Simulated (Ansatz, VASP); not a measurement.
Two plane-wave programs on Sn2TeO2

Contents of INCAR:

```
PREC = Accurate
ENCUT = 600
EDIFF = 1E-6
ISMEAR = 0
SIGMA = 0.1
LREAL = F
LASPH = T
NELM = 60
ALGO = Normal
ISIF = 3
LWAVE = F
LCHARG = F
GGA = PE
IBRION = 2
NSW = 90
EDIFFG = -0.04
```

KPOINTS

```
regular mesh
0
Gamma
  2 2 6
```

The input POSCAR:

```
Sn2TeO2
1.0
    8.3895149357      0.0000000000      0.0000000000
    0.0000000000      8.3895149357      0.0000000000
    0.0000000000      0.0000000000      3.2631458378
Sn Te O
4 2 4
Direct
    0.6663778549      0.1663778549      0.5000000000
    0.3336221451      0.8336221451      0.5000000000
    0.1663778549      0.3336221451      0.5000000000
    0.8336221451      0.6663778549      0.5000000000
    0.5000000000      0.5000000000      0.0000000000
    0.0000000000      0.0000000000      0.0000000000
    0.2194709183      0.7194709183      0.0000000000
    0.7805290817      0.2805290817      0.0000000000
    0.7194709183      0.7805290817      0.0000000000
    0.2805290817      0.2194709183      0.0000000000
```

Input for Ansatz:

```yaml
crystal:
  lattice:
    - [8.3895149357, 0.0, 0.0]
    - [0.0, 8.3895149357, 0.0]
    - [0.0, 0.0, 3.2631458378]
  atoms:
    - { symbol: Sn, position: [0.6663778549, 0.1663778549, 0.5] }
    - { symbol: Sn, position: [0.3336221451, 0.8336221451, 0.5] }
    - { symbol: Sn, position: [0.1663778549, 0.3336221451, 0.5] }
    - { symbol: Sn, position: [0.8336221451, 0.6663778549, 0.5] }
    - { symbol: Te, position: [0.5, 0.5, 0.0] }
    - { symbol: Te, position: [0.0, 0.0, 0.0] }
    - { symbol: O, position: [0.2194709183, 0.7194709183, 0.0] }
    - { symbol: O, position: [0.7805290817, 0.2805290817, 0.0] }
    - { symbol: O, position: [0.7194709183, 0.7805290817, 0.0] }
    - { symbol: O, position: [0.2805290817, 0.2194709183, 0.0] }
basis:
  ecutwfc: 420
kpoints:
  mp_grid: { grid: [2, 2, 6] }
hamiltonian:
  xc: pbe
scf:
  occupations: { method: gaussian, width: 0.1 }
  lower_state_search: "off"
output:
  forces: true
  stress: true
  eigenvalues: true
relax:
  adjacent_minimum: "off"
  f_tol: 0.04
  max_steps: 70
  cell: { stress_tol: 0.4 }
```

Change from the starting cell: species swapped into the Er2InCu2 type (P4/mbm, No. 127).

Alike in both runs: task relaxation of cell and atoms; functional PBE; k mesh 2 × 2 × 6; occupations gaussian, width 0.1 eV; no spin polarisation.

|  | VASP | Ansatz |
| --- | --- | --- |
| version | VASP 6.6.1 | Ansatz 0.2.0 |
| potentials or method | VASP PAW PBE potentials, release 64 (Sn_d, Te, O), cutoff 600 eV | scalar-relativistic, plane waves, PAW |
| valence electrons in the cell | 92 | 112 |

VASP gave:

| Item | Value |
| --- | --- |
| gap on the k mesh at the Fermi level, each at its own relaxed structure (eV) | none |
| relaxed volume (Å³/atom) | 22.24 |
| relaxed length of the cell vector where the two differ most in proportion (Å) | 8.124 |

Q: Which values does Ansatz return?

A: gap on the k mesh at the Fermi level, each at its own relaxed structure (eV): none; relaxed volume (Å³/atom): 23.21; relaxed length of the cell vector where the two differ most in proportion (Å): 8.392.

A gap of «none» marks a metal or a gap that the smearing closes. VASP's potentials hold 92 valence electrons a cell and Ansatz's 112, so a difference there can come from the potentials and not from the codes.

The k mesh is coarse, so the values compare programs but aren't converged. Spin-orbit coupling is off throughout.
